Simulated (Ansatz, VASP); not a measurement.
## One calculation of MnS, two programs

The input INCAR:

```
ALGO = Normal ; EDIFF = 1E-6
ENCUT = 520 ; GGA = PE
ISIF = 2 ; ISMEAR = 0
LASPH = True ; LCHARG = False
LREAL = False ; LWAVE = False
NBANDS = 16 ; NELM = 100
PREC = Accurate ; SIGMA = 0.05
```

KPOINTS

```
k-points
0
Gamma
  12 12 12
```

POSCAR

```
MnS
1.0
    0.0000000000      2.3768646390      2.3768646390
    2.3768646390      0.0000000000      2.3768646390
    2.3768646390      2.3768646390      0.0000000000
Mn S
1 1
Direct
    0.0000000000      0.0000000000      0.0000000000
    0.5000000000      0.5000000000      0.5000000000
```

Input for Ansatz:

```yaml
crystal:
  lattice:
    - [0.0, 2.376864639, 2.376864639]
    - [2.376864639, 0.0, 2.376864639]
    - [2.376864639, 2.376864639, 0.0]
  atoms:
    - { symbol: Mn, position: [0.0, 0.0, 0.0] }
    - { symbol: S, position: [0.5, 0.5, 0.5] }
basis:
  ecutwfc: 420
  ecutrho_ratio: 4
kpoints:
  mp_grid: { grid: [12, 12, 12] }
hamiltonian:
  xc: pbe
scf:
  occupations: { method: gaussian, width: 0.05 }
output:
  forces: true
  stress: true
  eigenvalues: true
```

Alike in both runs: task single point; functional PBE; k mesh 12 × 12 × 12; occupations gaussian, width 0.05 eV; no spin polarisation.

```csv
,VASP,Ansatz
version,VASP 6.6.1,Ansatz 0.2.0
potentials or method,"VASP PAW PBE potentials, release 64 (Mn_pv, S), cutoff 520 eV","scalar-relativistic, plane waves, PAW"
valence electrons in the cell,19,21
```

|  | VASP | Ansatz | Ansatz less VASP |
| --- | --- | --- | --- |
| gap on the k mesh at the Fermi level (eV) | none | none | - |
| pressure (GPa) | -5.3 | -5.6 | -0.27 |

A gap of «none» marks a metal or a gap that the smearing closes. With one functional, cell and mesh, what is left measures potentials, basis and numerics. VASP's potentials hold 19 valence electrons a cell and Ansatz's 21, so a difference there can come from the potentials and not from the codes.
